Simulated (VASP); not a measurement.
Crystal: Ta.

```
CELL_PARAMETERS angstrom
-1.66072 1.66072 1.66072
1.66072 -1.66072 1.66072
1.66072 1.66072 -1.66072
ATOMIC_POSITIONS crystal
Ta 0.00000 0.00000 0.00000
```

Base run:

```yaml
Program: VASP 6.6.1
Functional: PBE
Potentials_or_basis: VASP PAW PBE potentials, release 64 (Ta_pv)
Cutoff: 520 eV
k_mesh: 13 × 13 × 13
Occupations: fermi-dirac, width 0.01 eV
Spin: no spin polarisation
```

Its results: pressure 0.4 GPa.

Question: After a change of settings the same cell gave: pressure -0.3 GPa. Which change was it?
A. k mesh from 13 × 13 × 13 to 8 × 8 × 8; occupations from fermi-dirac, width 0.01 eV to fermi-dirac, width 0.1 eV
B. occupations from fermi-dirac, width 0.01 eV to fermi-dirac, width 0.6 eV; further incar settings from ALGO = Normal; EDIFF = 1e-06; NBANDS = 12 to ALGO = Normal; EDIFF = 1e-07; NBANDS = 12
C. occupations from fermi-dirac, width 0.01 eV to fermi-dirac, width 1 eV
D. occupations from fermi-dirac, width 0.01 eV to methfessel-paxton, width 0.6 eV

Answer: D.
